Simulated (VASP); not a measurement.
Write the native input for VASP 6.6.1 that does the following.

```yaml
Task: single point
Functional: PBE
Potentials_or_basis: VASP PAW PBE potentials, release 64 (F)
Cutoff: 520 eV
k_mesh: 19 × 19 × 10
Occupations: fermi-dirac, width 0.08 eV
Spin: no spin polarisation
Dipole_correction: no
Further_INCAR_settings: ALGO = Normal; EDIFF = 1e-06; NBANDS = 14
```

The structure of F lies in POSCAR:

```
F
1.0
    2.9035854601      0.0000000000      0.0000000000
   -1.4517927301      2.5145787705      0.0000000000
    0.0000000000      0.0000000000      2.9205327537
F
2
Direct
    0.3333333333      0.6666666667      0.2500000000
    0.6666666667      0.3333333333      0.7500000000
```

One way to write it, as run:

INCAR

```
PREC = Accurate
ENCUT = 520
EDIFF = 1E-6
ISMEAR = -1
SIGMA = 0.08
LREAL = F
LASPH = T
NELM = 80
ALGO = Normal
ISIF = 2
LWAVE = F
LCHARG = T
GGA = PE
LELF = T
LVHAR = T
NBANDS = 14
```

KPOINTS

```
Automatic mesh
0
Gamma
  19 19 10
```

Potentials or basis: VASP PAW PBE potentials, release 64 (F).

Command:

```console
$ cat potpaw_PBE.64/F/POTCAR > POTCAR
$ mpirun -np 1 vasp_std > vasp.out
```

Results of the run:

The pressure is -0.7 GPa. The band gap on the k mesh is zero (band 7 reaches -2.96 eV, above the bottom of band 8 at -4.47 eV).

It took 70 s on 1 thread of Oxide Virtual Turin-like Processor, on a shared host, peak memory 0.13 GiB.
